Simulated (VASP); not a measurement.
A run of VASP 6.6.1 is set up as follows.

Contents of INCAR:

```
SYSTEM = Ti
  ALGO = Normal
  EDIFF = 1E-6
  ENCUT = 520
  GGA = PE
  ISIF = 2
  ISMEAR = -1
  LASPH = .True.
  LCHARG = .False.
  LREAL = .False.
  LWAVE = .False.
  NBANDS = 19
  NELM = 60
  PREC = Accurate
  SIGMA = 0.1
```

Contents of KPOINTS:

```
k-points
0
Gamma
  10 10 10
  0 0 0
```

File POSCAR:

```
Ti
1.0
    0.0000000000      2.8498513420      2.8498513420
    2.8498513420      0.0000000000      2.8498513420
    2.8498513420      2.8498513420      0.0000000000
Ti
2
Direct
    0.1250000000      0.1250000000      0.1250000000
    0.8750000000      0.8750000000      0.8750000000
```

Potentials or basis: VASP PAW PBE potentials, release 64 (Ti_sv).

The run is started by

```console
$ cat potpaw_PBE.64/Ti_sv/POTCAR > POTCAR
$ mpirun -np 1 vasp_std > vasp.out
```

(1) Estimate the band gap on the k mesh.

(2) Estimate the pressure.

Results:

(1) zero (band 12 reaches 5.31 eV, above the bottom of band 13 at 5.13 eV).

(2) 0.1 GPa.
